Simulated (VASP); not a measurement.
# C (Fm-3m) in VASP: notebook, part 2 of 2

VASP 6.6.1.

## (3) Relaxation of cell and atoms, r2SCAN, target pressure 10 GPa, at which the enthalpy is minimised

Contents of POSCAR:

```
C
1.0
    0.0000000000      1.5000000000      1.5000000000
    1.5000000000      0.0000000000      1.5000000000
    1.5000000000      1.5000000000      0.0000000000
C
1
Direct
    0.0000000000      0.0000000000      0.0000000000
```

Contents of INCAR.step1:

```
PREC     = Accurate       # precision mode
ENCUT    = 660            # plane-wave cutoff, eV
ISMEAR   = -1             # smearing method
SIGMA    = 0.05           # smearing width, eV
LREAL    = F              # projectors in reciprocal space
LASPH    = T              # aspherical terms in the spheres
NELM     = 120            # most SCF steps
GGA      = PE             # functional
ALGO     = Normal         # electronic algorithm
EDIFF    = 1E-5           # SCF threshold, eV
LWAVE    = T              # write WAVECAR
LCHARG   = F              # write CHGCAR
GGA_COMPAT= F            
IBRION   = 2              # ionic algorithm
ISIF     = 3              # what is computed and relaxed
EDIFFG   = -0.005         # ionic threshold
NELMIN   = 4            
NSW      = 100            # ionic steps
```

Contents of INCAR.step2:

```
PREC     = Accurate       # precision mode
ENCUT    = 660            # plane-wave cutoff, eV
EDIFF    = 1E-7           # SCF threshold, eV
ISMEAR   = -1             # smearing method
SIGMA    = 0.05           # smearing width, eV
LREAL    = F              # projectors in reciprocal space
LASPH    = T              # aspherical terms in the spheres
NELM     = 120            # most SCF steps
ALGO     = Normal         # electronic algorithm
ISIF     = 3              # what is computed and relaxed
LWAVE    = F              # write WAVECAR
LCHARG   = F              # write CHGCAR
METAGGA  = R2SCAN         # meta-GGA
LMIXTAU  = T            
IBRION   = 2              # ionic algorithm
NSW      = 80             # ionic steps
EDIFFG   = -0.01          # ionic threshold
PSTRESS  = 100.0        
ISTART   = 1            
GGA_COMPAT= F            
NELMIN   = 4
```

Contents of KPOINTS:

```
regular mesh
0
Gamma
  10 10 10
```

Potentials or basis: VASP PAW PBE potentials, release 64 (C).

Command:

```console
$ cat potpaw_PBE.64/C/POTCAR > POTCAR
$ cp INCAR.step1 INCAR
$ mpirun -np 1 vasp_std > vasp.out
$ cp INCAR.step2 INCAR
$ mpirun -np 1 vasp_std > vasp.out
```

Run time: 56 s. Hardware: 1 thread of Intel Xeon Platinum 8259CL at 2.50GHz (Skylake/Cascade Lake), shared host; peak memory 0.11 GiB.

The run converged. Its results:

| Item | Value |
| --- | --- |
| Free energy | -5.1168 eV |
| Relaxed volume | 6.97 Å³/atom |
| Relaxed cell | a = 2.144 Å, b = 2.144 Å, c = 2.144 Å, α = 60.00°, β = 60.00°, γ = 60.00° |
| Space group after relaxing (to 0.1 Å) | Fm-3m (No. 225) |
| Energy change on relaxing (the run minimises the enthalpy) | -18.2 meV/atom |
| Ionic steps | 3 |
| Pressure after relaxing | 10.0 GPa |
| Band gap on the k mesh | zero (bands 2 and 3 overlap by 12.29 eV) |

The path:
| step | energy change (eV) | largest force (eV/Å) | pressure (GPa) | volume (Å³) |
| --- | --- | --- | --- | --- |
| 1 | 0.0000 | 0.0000 | 17.08 | 6.75 |
| 2 | -0.0225 | 0.0000 | 7.65 | 7.05 |
| 3 | -0.0182 | 0.0000 | 10.01 | 6.97 |

Final structure:
```cif
data_structure
_symmetry_space_group_name_H-M 'P 1'
_symmetry_Int_Tables_number 1
_cell_length_a 2.1437
_cell_length_b 2.1437
_cell_length_c 2.1437
_cell_angle_alpha 60.000
_cell_angle_beta 60.000
_cell_angle_gamma 60.000
_cell_volume 6.97
loop_
_atom_site_label
_atom_site_type_symbol
_atom_site_fract_x
_atom_site_fract_y
_atom_site_fract_z
_atom_site_occupancy
C1 C 0.00000 0.00000 0.00000 1
```

Levels at points of the mesh, in eV from the Fermi level:
| k point | band 1 | band 2 | band 3 | band 4 | band 5 |
| --- | --- | --- | --- | --- | --- |
| (0.00, 0.00, 0.00) | -20.66 | 8.99 | 8.99 | 8.99 | 31.92 |
| (0.50, 0.00, 0.00) | -10.42 | -9.61 | 7.02 | 7.02 | 26.70 |
| (0.50, 0.50, 0.00) | -7.62 | -6.01 | 2.46 | 2.46 | 16.06 |

Caveat: the k points lie up to 0.36 Å⁻¹ apart in the final cell, too coarse for converged energies and pressures of a metal; the cell is relaxed towards a set pressure, so the run minimises the enthalpy, not the energy; the PAW data sets were made with another functional, which shifts forces and pressure a little.

## (4) Relaxation of cell and atoms, r2SCAN, target pressure 20 GPa, at which the enthalpy is minimised

POSCAR is that of step 3.

Contents of INCAR.step1:

```
SYSTEM = C
PREC = Accurate
ENCUT = 660
ISMEAR = -1
SIGMA = 0.05
LREAL = .FALSE.
LASPH = .TRUE.
NELM = 120
GGA = PE
ALGO = Normal
EDIFF = 1E-5
LWAVE = .TRUE.
LCHARG = .FALSE.
GGA_COMPAT = .FALSE.
IBRION = 2
ISIF = 3
EDIFFG = -0.005
NELMIN = 4
NSW = 100
```

Contents of INCAR.step2:

```
SYSTEM = C
PREC = Accurate
ENCUT = 660
EDIFF = 1E-7
ISMEAR = -1
SIGMA = 0.05
LREAL = .FALSE.
LASPH = .TRUE.
NELM = 120
ALGO = Normal
ISIF = 3
LWAVE = .FALSE.
LCHARG = .FALSE.
METAGGA = R2SCAN
LMIXTAU = .TRUE.
IBRION = 2
NSW = 80
EDIFFG = -0.01
PSTRESS = 200.0
ISTART = 1
GGA_COMPAT = .FALSE.
NELMIN = 4
```

Contents of KPOINTS:

```
Automatic mesh
0
G
  10 10 10
  0 0 0
```

Potentials or basis: VASP PAW PBE potentials, release 64 (C).

Command:

```console
$ cat potpaw_PBE.64/C/POTCAR > POTCAR
$ cp INCAR.step1 INCAR
$ mpirun -np 1 vasp_std > vasp.out
$ cp INCAR.step2 INCAR
$ mpirun -np 1 vasp_std > vasp.out
```

OUTCAR:

```text
SYSTEM = C
   PREC = Accurate
   ENCUT = 660
   EDIFF = 1E-7
   ISMEAR = -1
   LREAL = .FALSE.
   LASPH = .TRUE.
   NELM = 120
   ISIF = 3
   METAGGA = R2SCAN
   IBRION = 2
   NSW = 80
   EDIFFG = -0.01
   PSTRESS = 200.0
   ISTART = 1
   NELMIN = 4

 ion  position               nearest neighbor table
   1  0.000  0.000  0.000-

  LATTYP: Found a face centered cubic cell.
 ALAT       =     3.0000000000

  Lattice vectors:

 A1 = (   0.0000000000,   1.5000000000,   1.5000000000)
 A2 = (   1.5000000000,   0.0000000000,   1.5000000000)
 A3 = (   1.5000000000,   1.5000000000,   0.0000000000)

Analysis of symmetry for initial positions (statically):
=====================================================================
 Subroutine PRICEL returns:
 Original cell was already a primitive cell.

 Routine SETGRP: Setting up the symmetry group for a
 face centered cubic supercell.

 Subroutine GETGRP returns: Found 48 space group operations
 (whereof 48 operations were pure point group operations)
 out of a pool of 48 trial point group operations.

[... 166 lines left out ...]
  Direction    XX          YY          ZZ          XY          YZ          ZX
  --------------------------------------------------------------------------------------
  -------------------------------------------------------------------------------------
  Total        0.7197912      0.7197912      0.7197912     -0.0000000     -0.0000000      0.0000000
  in kB      170.8493515    170.8493515    170.8493515     -0.0000000     -0.0000000      0.0000000
  external PRESSURE =     -29.1506485 kB  Pullay stress =     200.0000000 kB
[... 61 lines left out ...]
--------------------------------------- Ionic step        3  -------------------------------------------

 number of electron       4.0000000 magnetization

 Free energy of the ion-electron system (eV)
  ---------------------------------------------------
  ext. energy  EPLUGINS =         0.00000000
  ---------------------------------------------------
  free energy    TOTEN  =        -5.08930908 eV

  energy without entropy =       -5.08276195  energy(sigma->0) =       -5.08603551

 E-fermi :   9.0102     XC(G=0): -14.2328

 val. band max:        8.9330505451   @ k =  -0.3000   0.3000   0.1000
 cond. band min:       9.0443198308   @ k =   0.5000   0.3000   0.0000
 fundamental gap:      0.1112692857
 Fermi energy:         9.0101699888

 k-point     1 :       0.0000    0.0000    0.0000
  band No.  band energies     occupation
      1     -12.3122      2.00000
      2      18.3647      0.00000
      3      18.3647      0.00000
      4      18.3647      0.00000
      5      41.5275      0.00000
      6      41.5275      0.00000
[... 199 lines left out ...]
 k-point    24 :       0.4000    0.3000    0.0000
  band No.  band energies     occupation
      1      -4.8398      2.00000
      2       9.6312      0.00001
      3      11.5484      0.00000
      4      12.7840      0.00000
      5      28.0089      0.00000
      6      29.7302      0.00000

 [... further k-points ...]

------------------------ aborting loop because EDIFF is reached ----------------------------------------

  FORCE on cell =-STRESS in cart. coord.  units (eV):
  Direction    XX          YY          ZZ          XY          YZ          ZX
  --------------------------------------------------------------------------------------
  -------------------------------------------------------------------------------------
  Total        0.8320404      0.8320404      0.8320404      0.0000000      0.0000000     -0.0000000
  in kB      199.8883461    199.8883461    199.8883461      0.0000000      0.0000000     -0.0000000
  external PRESSURE =      -0.1116539 kB  Pullay stress =     200.0000000 kB
[... 20 lines left out ...]
  energy  without entropy=       -5.0827619468  energy(sigma->0) =       -5.08603551

  enthalpy is  TOTEN    =        -4.2568039189 eV   P V=        0.8325051604

 reached required accuracy - stopping structural energy minimisation
```

Run time: 36 s. Hardware: 1 thread of Intel Xeon Platinum 8259CL at 2.50GHz (Skylake/Cascade Lake), shared host; peak memory 0.11 GiB.

What came out:

| Item | Value |
| --- | --- |
| Free energy | -5.0893 eV |
| Relaxed volume | 6.67 Å³/atom |
| Relaxed cell | a = 2.113 Å, b = 2.113 Å, c = 2.113 Å, α = 60.00°, β = 60.00°, γ = 60.00° |
| Space group after relaxing (to 0.1 Å) | Fm-3m (No. 225) |
| Energy change on relaxing (the run minimises the enthalpy) | +9.4 meV/atom |
| Ionic steps | 3 |
| Pressure after relaxing | 20.0 GPa |
| Band gap on the k mesh | zero (bands 2 and 3 overlap by 12.72 eV) |

Step by step:
| step | energy change (eV) | largest force (eV/Å) | pressure (GPa) | volume (Å³) |
| --- | --- | --- | --- | --- |
| 1 | 0.0000 | 0.0000 | 17.08 | 6.75 |
| 2 | 0.0143 | 0.0000 | 21.44 | 6.63 |
| 3 | 0.0094 | 0.0000 | 19.99 | 6.67 |

Final structure:
```cif
data_structure
_symmetry_space_group_name_H-M 'P 1'
_symmetry_Int_Tables_number 1
_cell_length_a 2.1128
_cell_length_b 2.1128
_cell_length_c 2.1128
_cell_angle_alpha 60.000
_cell_angle_beta 60.000
_cell_angle_gamma 60.000
_cell_volume 6.67
loop_
_atom_site_label
_atom_site_type_symbol
_atom_site_fract_x
_atom_site_fract_y
_atom_site_fract_z
_atom_site_occupancy
C1 C 0.00000 0.00000 0.00000 1
```

Levels at points of the mesh, in eV from the Fermi level:
```tsv
k point	band 1	band 2	band 3	band 4	band 5	band 6
(0.00, 0.00, 0.00)	-21.32	9.35	9.35	9.35	32.52	32.52
(0.50, 0.00, 0.00)	-10.61	-10.11	7.29	7.29	27.53	29.67
(0.50, 0.50, 0.00)	-8.03	-5.96	2.49	2.49	16.38	17.24
```

Caveat: the k points lie up to 0.36 Å⁻¹ apart in the final cell, too coarse for converged energies and pressures of a metal; the cell is relaxed towards a set pressure, so the run minimises the enthalpy, not the energy; the PAW data sets were made with another functional, which shifts forces and pressure a little.

## (5) Summary

| cell | gap on the mesh (eV) | pressure (GPa) |
| --- | --- | --- |
| relaxed to 5 GPa | none | 5.0 |
| relaxed to 10 GPa | none | 10.0 |
| relaxed to 20 GPa | none | 20.0 |

Alike in all rows: task relaxation of cell and atoms; level r2SCAN; potentials or basis VASP PAW PBE potentials, release 64 (C); no spin polarisation; k mesh 10 × 10 × 10; cutoff (eV) 660; smearing fermi-dirac 0.05 eV.

Caveats: all runs use coarse meshes; the cell is relaxed towards a set pressure, so the run minimises the enthalpy, not the energy; the PAW data sets were made with another functional, which shifts forces and pressure a little.

Absolute energies hang on the potentials; compare differences alone.
